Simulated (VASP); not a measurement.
# K (Fm-3m) in VASP: further runs

K is run at these levels: r2SCAN; tasks: single point, relaxation of cell and atoms.

Program: VASP 6.6.1. These are calculated values, not measurements. Logs are shortened: lines on timing, memory, paths and dates and some standing lists are left out, and cuts for length are marked.

## Step 1: The cell of the first run

Symmetry: Fm-3m, No. 225, cubic system. Conventional cell: a = 6.746 Å, b = 6.746 Å, c = 6.746 Å, α = 90.00°, β = 90.00°, γ = 90.00°.

This isn't the form of K at room conditions, which is bcc.

## Step 2: Single point, r2SCAN

POSCAR reads:

```
K
1.0
    0.0000000000      3.3730741120      3.3730741120
    3.3730741120      0.0000000000      3.3730741120
    3.3730741120      3.3730741120      0.0000000000
K
1
Direct
    0.0000000000      0.0000000000      0.0000000000
```

INCAR.step1 reads:

```
ALGO = Normal ; EDIFF = 1E-4
ENCUT = 520 ; GGA = PE
ISMEAR = 0 ; LASPH = T
LCHARG = F ; LREAL = F
LWAVE = T ; NBANDS = 10
NELM = 60 ; PREC = Accurate
SIGMA = 0.1
```

INCAR.step2 reads:

```
ALGO = Normal ; EDIFF = 1E-6
ENCUT = 520 ; ISIF = 2
ISMEAR = 0 ; ISTART = 1
LASPH = T ; LCHARG = F
LMIXTAU = T ; LREAL = F
LWAVE = F ; METAGGA = R2SCAN
NBANDS = 10 ; NELM = 60
PREC = Accurate ; SIGMA = 0.1
```

KPOINTS reads:

```
k-points
0
Gamma
  12 12 12
```

Potentials or basis: VASP PAW PBE potentials, release 64 (K_sv).

Started as:

```bash
$ cat potpaw_PBE.64/K_sv/POTCAR > POTCAR
$ cp INCAR.step1 INCAR
$ mpirun -np 1 vasp_std > vasp.out
$ cp INCAR.step2 INCAR
$ mpirun -np 1 vasp_std > vasp.out
```

OUTCAR:

```text
EDIFF = 1E-6
   ENCUT = 520
   ISIF = 2
   ISMEAR = 0
   ISTART = 1
   LASPH = T
   LREAL = F
   METAGGA = R2SCAN
   NELM = 60
   PREC = Accurate

 ion  position               nearest neighbor table
   1  0.000  0.000  0.000-

  LATTYP: Found a face centered cubic cell.
 ALAT       =     6.7461482240

  Lattice vectors:

 A1 = (   0.0000000000,   3.3730741120,   3.3730741120)
 A2 = (   3.3730741120,   0.0000000000,   3.3730741120)
 A3 = (   3.3730741120,   3.3730741120,   0.0000000000)

Analysis of symmetry for initial positions (statically):
=====================================================================
 Subroutine PRICEL returns:
 Original cell was already a primitive cell.

 Routine SETGRP: Setting up the symmetry group for a
 face centered cubic supercell.

 Subroutine GETGRP returns: Found 48 space group operations
 (whereof 48 operations were pure point group operations)
 out of a pool of 48 trial point group operations.

The static configuration has the point symmetry O_h .

Analysis of symmetry for dynamics (positions and initial velocities):
=====================================================================
 Subroutine PRICEL returns:
 Original cell was already a primitive cell.

 Routine SETGRP: Setting up the symmetry group for a
 face centered cubic supercell.

 Subroutine GETGRP returns: Found 48 space group operations
 (whereof 48 operations were pure point group operations)
 out of a pool of 48 trial point group operations.

The dynamic configuration has the point symmetry O_h .

 Subroutine INISYM returns: Found 48 space group operations
 (whereof 48 operations are pure point group operations),
 and found     1 'primitive' translations

----------------------------------------------------------------------------------------

                                     Primitive cell

  volume of cell :      76.7552

  direct lattice vectors                    reciprocal lattice vectors
     0.000000000  3.373074112  3.373074112    -0.148232735  0.148232735  0.148232735
     3.373074112  0.000000000  3.373074112     0.148232735 -0.148232735  0.148232735
     3.373074112  3.373074112  0.000000000     0.148232735  0.148232735 -0.148232735

  length of vectors
     4.770247156  4.770247156  4.770247156     0.256746628  0.256746628  0.256746628

  position of ions in fractional coordinates (direct lattice)
     0.000000000  0.000000000  0.000000000

  ion indices of the primitive-cell ions
   primitive index   ion index
                 1           1

----------------------------------------------------------------------------------------

 KPOINTS: k-points

Automatic generation of k-mesh.
 Grid dimensions read from file:
 generate k-points for:   12   12   12

 Generating k-lattice:

  Cartesian coordinates                     Fractional coordinates (reciprocal lattice)
    -0.012352728  0.012352728  0.012352728     0.083333333  0.000000000  0.000000000
     0.012352728 -0.012352728  0.012352728     0.000000000  0.083333333  0.000000000
     0.012352728  0.012352728 -0.012352728     0.000000000  0.000000000  0.083333333

  Length of vectors
     0.021395552  0.021395552  0.021395552

  Shift w.r.t. Gamma in fractional coordinates (k-lattice)
     0.000000000  0.000000000  0.000000000

 Subroutine IBZKPT returns following result:
 ===========================================

 Found     72 irreducible k-points:

 Following reciprocal coordinates:
            Coordinates               Weight
  0.000000  0.000000  0.000000      1.000000
  0.083333  0.000000  0.000000      8.000000
  0.166667  0.000000  0.000000      8.000000
  0.250000  0.000000  0.000000      8.000000
  0.333333  0.000000  0.000000      8.000000
  0.416667  0.000000  0.000000      8.000000
[... 16 lines left out ...]
  0.500000  0.166667  0.000000     24.000000
 -0.416667  0.166667  0.000000     24.000000
 [... further k-points ...]
   k-points           NKPTS =     72   k-points in BZ     NKDIM =     72   number of bands    NBANDS=     10
   number of dos      NEDOS =    301   number of ions     NIONS =      1
   total plane-waves  NPLWV =  46656
   dimension x,y,z NGX =    36 NGY =   36 NGZ =   36
   dimension x,y,z NGXF=    72 NGYF=   72 NGZF=   72
   ions per type =               1
   NGX,Y,Z   is equivalent  to a cutoff of  12.55, 12.55, 12.55 a.u.
   NGXF,Y,Z  is equivalent  to a cutoff of  25.09, 25.09, 25.09 a.u.
 SYSTEM =  unknown system
   PREC   = accura    normal or accurate (medium, high low for compatibility)
   ISTART =      1    job   : 0-new  1-cont  2-samecut
   ICHARG =      0    charge: 1-file 2-atom 10-const
   ISPIN  =      1    spin polarized calculation?
   LNONCOLLINEAR =      F non collinear calculations
   LSORBIT =      F    spin-orbit coupling
   LASPH  =      T    aspherical Exc in radial PAW
   ENCUT  =  520.0 eV  38.22 Ry    6.18 a.u.   8.87  8.87  8.87*2*pi/ulx,y,z
   NELM   =     60;   NELMIN=  2; NELMDL=  0     # of ELM steps
   EDIFF  = 0.1E-05   stopping-criterion for ELM
   LREAL  =      F    real-space projection
   EDIFFG = 0.1E-04   stopping-criterion for IOM
   NSW    =      0    number of steps for IOM
   IBRION =     -1    ionic relax: 0-MD 1-quasi-New 2-CG
   NFREE  =      0    steps in history (QN), initial steepest desc. (CG)
   ISIF   =      2    stress and relaxation
   ISYM   =      2    0-nonsym 1-usesym 2-fastsym
   POTIM  = 0.5000    time-step for ionic-motion
   TEBEG  =    0.0;   TEEND  =   0.0 temperature during run
   PSTRESS=    0.0 pullay stress
   NELECT =       9.0000    total number of electrons
   NUPDOWN=      -1.0000    fix difference up-down
   EMIN   =  10.00;   EMAX   =-10.00  energy-range for DOS
   EFERMI =   0.00;   METHOD = LEGACY
   ISMEAR =     0;   SIGMA  =   0.10  broadening in eV -4-tet -1-fermi 0-gaus
   EFERMI_NEDOS =   21; number of points for ismear=-14 and -15
   IALGO  =     38    algorithm
   IMIX   =      4    mixing-type and parameters
     AMIX     =   0.40;   BMIX     =  1.00
     AMIX_MAG =   1.60;   BMIX_MAG =  1.00
  volume/ion in A,a.u.               =      76.76       517.97
  Fermi-wavevector in a.u.,A,eV,Ry     =   0.801284  1.514207  8.735702  0.642056
  Thomas-Fermi vector in A             =   1.908742
   LORBIT       =      0    0 simple, 1 ext, 2 COOP (PROOUT), +10 PAW based schemes
   METAGGA = R2SCAN    functional components
   LHFCALC =     F    Hartree Fock is set to
   AEXX    =    0.0000 exact exchange contribution
   IVDW    =     0    specifies the selected vdW correction
   LEPSILON=     F    determine dielectric tensor
   LRPA    =     F    only Hartree local field effects (RPA)
 non-spin polarized calculation
 Gauss-broadening in eV      SIGMA  =   0.10
  energy-cutoff  :      520.00
  volume of cell :       76.76
 maximum number of plane-waves:      2120
   NGX = 17   NGY = 17   NGZ = 17

 number of electron       9.0000001 magnetization

 Free energy of the ion-electron system (eV)
  ---------------------------------------------------
  ext. energy  EPLUGINS =         0.00000000
  ---------------------------------------------------
  free energy    TOTEN  =        -6.01395305 eV

  energy without entropy =       -6.01037330  energy(sigma->0) =       -6.01216318

 E-fermi :  -0.1780     XC(G=0):  -5.8033

 val. band max:       -0.2403496314   @ k =   0.5000   0.2500   0.0833
 cond. band min:      -0.1473357426   @ k =  -0.4167   0.0833   0.0000
 fundamental gap:      0.0930138888
 Fermi energy:        -0.1780465228

 k-point     1 :       0.0000    0.0000    0.0000
  band No.  band energies     occupation
      1     -33.8355      2.00000
      2     -16.5099      2.00000
      3     -16.5099      2.00000
      4     -16.5099      2.00000
      5      -2.4038      2.00000
      6       4.4568      0.00000
      7       4.4568      0.00000
      8       4.4568      0.00000
      9       5.7767      0.00000
     10       5.7767      0.00000

 k-point     2 :       0.0833    0.0000    0.0000
  band No.  band energies     occupation
      1     -33.8353      2.00000
      2     -16.5139      2.00000
      3     -16.5105      2.00000
      4     -16.5104      2.00000
      5      -2.3196      2.00000
      6       4.1901      0.00000
      7       4.4886      0.00000
      8       4.4886      0.00000
      9       5.6933      0.00000
     10       5.6933      0.00000

 k-point     3 :       0.1667    0.0000    0.0000
  band No.  band energies     occupation
      1     -33.8347      2.00000
      2     -16.5248      2.00000
      3     -16.5119      2.00000
      4     -16.5119      2.00000
      5      -2.0700      2.00000
      6       3.5708      0.00000
      7       4.5411      0.00000
      8       4.5412      0.00000
      9       5.5653      0.00000
     10       5.5654      0.00000

 k-point     4 :       0.2500    0.0000    0.0000
  band No.  band energies     occupation
      1     -33.8339      2.00000
      2     -16.5397      2.00000
      3     -16.5140      2.00000
      4     -16.5139      2.00000
      5      -1.6647      2.00000
      6       2.8022      0.00000
      7       4.5034      0.00000
      8       4.5035      0.00000
      9       5.6236      0.00000
     10       5.6236      0.00000
[... 222 lines left out ...]
 k-point    22 :       0.4167    0.1667    0.0000
  band No.  band energies     occupation
      1     -33.8324      2.00000
      2     -16.5566      2.00000
      3     -16.5235      2.00000
      4     -16.5213      2.00000
      5      -0.6452      2.00000
      6       1.8491      0.00000
      7       3.5319      0.00000
      8       4.4165      0.00000
      9       5.3627      0.00000
     10       6.4816      0.00000

 k-point    23 :       0.5000    0.1667    0.0000
  band No.  band energies     occupation
      1     -33.8320      2.00000
      2     -16.5630      2.00000
      3     -16.5266      2.00000
      4     -16.5214      2.00000
      5       0.0365      0.00242
      6       1.0585      0.00000
      7       3.3826      0.00000
      8       4.3621      0.00000
      9       5.5872      0.00000
     10       6.5815      0.00000

 k-point    24 :      -0.4167    0.1667    0.0000
  band No.  band energies     occupation
      1     -33.8320      2.00000
      2     -16.5635      2.00000
      3     -16.5286      2.00000
      4     -16.5201      2.00000
      5       0.2772      0.00000
      6       0.8069      0.00000
      7       3.2958      0.00000
      8       4.3701      0.00000
      9       5.8234      0.00000
     10       6.2701      0.00000

 [... further k-points ...]

------------------------ aborting loop because EDIFF is reached ----------------------------------------

  FORCE on cell =-STRESS in cart. coord.  units (eV):
  Direction    XX          YY          ZZ          XY          YZ          ZX
  --------------------------------------------------------------------------------------
  -------------------------------------------------------------------------------------
  Total       -0.0102719     -0.0102719     -0.0102719      0.0000000      0.0000000     -0.0000000
  in kB       -0.2144137     -0.2144137     -0.2144137      0.0000000      0.0000000     -0.0000000
  external PRESSURE =      -0.2144137 kB  Pullay stress =       0.0000000 kB

 VOLUME and BASIS-vectors are now :
 -----------------------------------------------------------------------------
  energy-cutoff  :      520.00
  volume of cell :       76.76
      direct lattice vectors                 reciprocal lattice vectors
     0.000000000  3.373074112  3.373074112    -0.148232735  0.148232735  0.148232735
     3.373074112  0.000000000  3.373074112     0.148232735 -0.148232735  0.148232735
     3.373074112  3.373074112  0.000000000     0.148232735  0.148232735 -0.148232735

 POSITION                                       TOTAL-FORCE (eV/Angst)
 -----------------------------------------------------------------------------------
      0.00000      0.00000      0.00000         0.000000      0.000000     -0.000000
 -----------------------------------------------------------------------------------
    total drift:                               -0.000000      0.000000      0.000000

  FREE ENERGIE OF THE ION-ELECTRON SYSTEM (eV)
  ---------------------------------------------------
  free  energy   TOTEN  =        -6.0139530534 eV

  energy  without entropy=       -6.0103732999  energy(sigma->0) =       -6.01216318
```

It took 77 s on 1 thread of Intel Xeon 6975P-C (Granite Rapids), shared host; peak memory 0.24 GiB.

What came out:

```
Free energy            : -6.0140 eV
Pressure               : 0.0 GPa
Band gap on the k mesh : zero (an odd number of electrons rules out a gap without spin polarisation)
```

Caveat: the PAW data sets were made with another functional, which shifts forces and pressure a little.

## Step 3: Relaxation of cell and atoms, r2SCAN

This run uses another cell than the first one, of 78.05 Å³/atom.

POSCAR reads:

```
K
1.0
    0.0000000000      3.3918728180      3.3918728180
    3.3918728180      0.0000000000      3.3918728180
    3.3918728180      3.3918728180      0.0000000000
K
1
Direct
    0.0000000000      0.0000000000      0.0000000000
```

INCAR.step1 reads:

```
PREC = Accurate
ENCUT = 600
ISMEAR = 0
SIGMA = 0.1
LREAL = F
LASPH = T
NELM = 80
GGA = PE
ALGO = Normal
EDIFF = 1E-4
LWAVE = T
LCHARG = F
```

INCAR.step2 reads:

```
PREC = Accurate
ENCUT = 600
EDIFF = 1E-6
ISMEAR = 0
SIGMA = 0.1
LREAL = F
LASPH = T
NELM = 80
ALGO = Normal
ISIF = 3
LWAVE = F
LCHARG = F
METAGGA = R2SCAN
LMIXTAU = T
IBRION = 2
NSW = 100
EDIFFG = -0.005
ISTART = 1
```

KPOINTS reads:

```
regular mesh
0
Gamma
  12 12 12
```

Potentials or basis: VASP PAW PBE potentials, release 64 (K_sv).

Started as:

```bash
$ cat potpaw_PBE.64/K_sv/POTCAR > POTCAR
$ cp INCAR.step1 INCAR
$ mpirun -np 1 vasp_std > vasp.out
$ cp INCAR.step2 INCAR
$ mpirun -np 1 vasp_std > vasp.out
```

Run time: 8.7 min. Hardware: 1 thread of Intel Xeon 6975P-C (Granite Rapids), shared host; peak memory 0.29 GiB.

The run converged. Its results:

* Free energy: -6.0151 eV
* Relaxed volume: 76.82 Å³/atom
* Relaxed cell: a = 4.772 Å, b = 4.772 Å, c = 4.772 Å, α = 60.00°, β = 60.00°, γ = 60.00°
* Space group after relaxing (to 0.1 Å): Fm-3m (No. 225)
* Energy gained by relaxing: 0.2 meV/atom
* Ionic steps: 5
* Pressure after relaxing: 0.0 GPa
* Band gap on the k mesh: zero (an odd number of electrons rules out a gap without spin polarisation)

Step by step:
| step | energy change (eV) | largest force (eV/Å) | pressure (GPa) | volume (Å³) |
| --- | --- | --- | --- | --- |
| 1 | 0.0000 | 0.0000 | -0.06 | 78.05 |
| 2 | -0.0001 | 0.0000 | -0.04 | 77.72 |
| 3 | -0.0002 | 0.0000 | -0.01 | 77.11 |
| 4 | -0.0001 | 0.0000 | 0.04 | 75.91 |
| 5 | -0.0002 | 0.0000 | 0.00 | 76.82 |

Final structure:
```
K
1.0
     0.00000    3.37402    3.37402
     3.37402    0.00000    3.37402
     3.37402    3.37402    0.00000
K
1
Direct
  0.00000 0.00000 0.00000
```

Levels at points of the mesh, in eV from the Fermi level:
```
           k point  band 1  band 2  band 3  band 4  band 5  band 6  band 7  band 8
(0.00, 0.00, 0.00)  -33.66  -16.33  -16.33  -16.33   -2.23    4.64    4.64    4.64
(0.50, 0.00, 0.00)  -33.65  -16.39  -16.34  -16.34    0.47    0.49    4.39    4.39
(0.50, 0.50, 0.00)  -33.65  -16.39  -16.35  -16.35    1.05    1.39    2.58    5.23
```

Caveat: the PAW data sets were made with another functional, which shifts forces and pressure a little.

The gap in the log of VASP goes by the Fermi energy; the results here count the filled bands.